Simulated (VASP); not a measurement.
HfSnTeS3:

```xyz
6
Lattice="5.7817 0.0000 0.0000 -2.8908 5.0071 0.0000 0.0000 0.0000 5.6113" Properties=species:S:1:pos:R:3 pbc="T T T"
Hf    0.0000    3.3381    2.8057
Sn    0.0000    0.0000    0.0000
Te    0.0000    0.0000    2.8057
S    -0.9691    3.8975    0.0000
S     0.0000    2.2191    0.0000
S     0.9691    3.8975    0.0000
```

The cell was generated, and may not be a known phase.

```yaml
Program: VASP 6.6.1
Task: relaxation of cell and atoms
Functional: PBE
Potentials_or_basis: VASP PAW PBE potentials, release 64 (Hf_pv, Sn_d, Te, S)
Cutoff: 600 eV
k_mesh: 3 × 3 × 4
Occupations: gaussian, width 0.1 eV
Spin: no spin polarisation
```

At the start: pressure 21.3 GPa; volume 27.07 Å³/atom.

Task: Where does the relaxation end?

Result: Over 8 steps the energy falls by 1081.9 meV/atom and the volume is 36.78 Å³/atom (+35.8 %); space group P-6m2 (No. 187, to 0.1 Å) before and after.

Step by step:
| step | energy change (eV) | largest force (eV/Å) | pressure (GPa) | volume (Å³) |
| --- | --- | --- | --- | --- |
| 1 | 0.0000 | 5.1759 | 21.29 | 162.44 |
| 2 | -5.2778 | 0.4511 | -4.90 | 258.63 |
| 3 | -5.5777 | 0.1119 | -1.81 | 226.30 |
| 4 | -5.5965 | 0.2431 | -2.84 | 234.08 |
| 5 | -6.4548 | 0.4370 | -0.27 | 219.94 |
| 6 | -6.4629 | 0.4698 | 0.18 | 218.66 |
| 7 | -6.4860 | 0.2087 | -0.03 | 219.75 |
| 8 | -6.4915 | 0.0113 | -0.15 | 220.68 |

Final structure:
```yaml
crystal:
  lattice:
    - [7.10609, 0.00000, 0.00000]
    - [-3.55305, 6.15406, 0.00000]
    - [0.00000, 0.00000, 5.04621]
  atoms:
    - { symbol: Hf, position: [0.33333, 0.66667, 0.50000] }
    - { symbol: Sn, position: [0.00000, 0.00000, 0.00000] }
    - { symbol: Te, position: [0.00000, 0.00000, 0.50000] }
    - { symbol: S, position: [0.20381, 0.79619, 0.00000] }
    - { symbol: S, position: [0.20381, 0.40762, 0.00000] }
    - { symbol: S, position: [0.59238, 0.79619, 0.00000] }
```

Caveat: the k points lie up to 0.34 Å⁻¹ apart in the final cell; the volume moved by over 15 % at a fixed basis, so the end points are rough.
